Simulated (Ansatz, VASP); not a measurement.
# Two plane-wave programs on AgAs

File INCAR:

```
PREC = Accurate
ENCUT = 520
EDIFF = 1E-7
ISMEAR = 0
SIGMA = 0.1
LREAL = F
LASPH = T
NELM = 100
ALGO = Normal
ISIF = 2
LWAVE = F
LCHARG = T
GGA = PE
LELF = T
LVHAR = T
NBANDS = 24
```

File KPOINTS:

```
regular mesh
0
Gamma
  8 14 8
```

POSCAR

```
AgAs
1.0
    5.0029120924      0.0000000000      0.0000000000
    0.0000000000      2.9058663641      0.0000000000
    0.0000000000      0.0000000000      4.8203347441
Ag As
2 2
Direct
    0.2500000000      0.0000000000      0.9014026494
    0.7500000000      0.0000000000      0.0985973506
    0.7500000000      0.5000000000      0.6827550888
    0.2500000000      0.5000000000      0.3172449112
```

Input for Ansatz:

```yaml
crystal:
  lattice:
    - [5.0029120924, 0.0, 0.0]
    - [0.0, 2.9058663641, 0.0]
    - [0.0, 0.0, 4.8203347441]
  atoms:
    - { symbol: Ag, position: [0.25, 0.0, 0.9014026494] }
    - { symbol: Ag, position: [0.75, 0.0, 0.0985973506] }
    - { symbol: As, position: [0.75, 0.5, 0.6827550888] }
    - { symbol: As, position: [0.25, 0.5, 0.3172449112] }
basis:
  ecutwfc: 420
kpoints:
  mp_grid: { grid: [8, 14, 8] }
hamiltonian:
  xc: pbe
scf:
  occupations: { method: gaussian, width: 0.1 }
output:
  forces: true
  stress: true
  eigenvalues: true
```

Alike in both runs: task single point; functional PBE; k mesh 8 × 14 × 8; occupations gaussian, width 0.1 eV; no spin polarisation.

```csv
,VASP,Ansatz
version,VASP 6.6.1,Ansatz 0.2.0
potentials or method,"VASP PAW PBE potentials, release 64 (Ag, As), cutoff 520 eV","scalar-relativistic, plane waves, PAW"
valence electrons in the cell,32,68
```

|  | VASP | Ansatz | Ansatz less VASP |
| --- | --- | --- | --- |
| gap on the k mesh at the Fermi level (eV) | none | none | - |
| pressure (GPa) | 17.3 | 17.3 | -0.06 |
| traceless stress, the component that is largest in VASP (GPa) | -5.28 | -5.16 | +0.116 |
| rms of the force components (eV/Å) | 1.492 | 1.482 | -0.0108 |

Atom by atom the forces differ by 0.011 eV/Å (rms over components). A gap of «none» marks a metal or a gap that the smearing closes. VASP's potentials hold 32 valence electrons a cell and Ansatz's 68, so a difference there can come from the potentials and not from the codes.
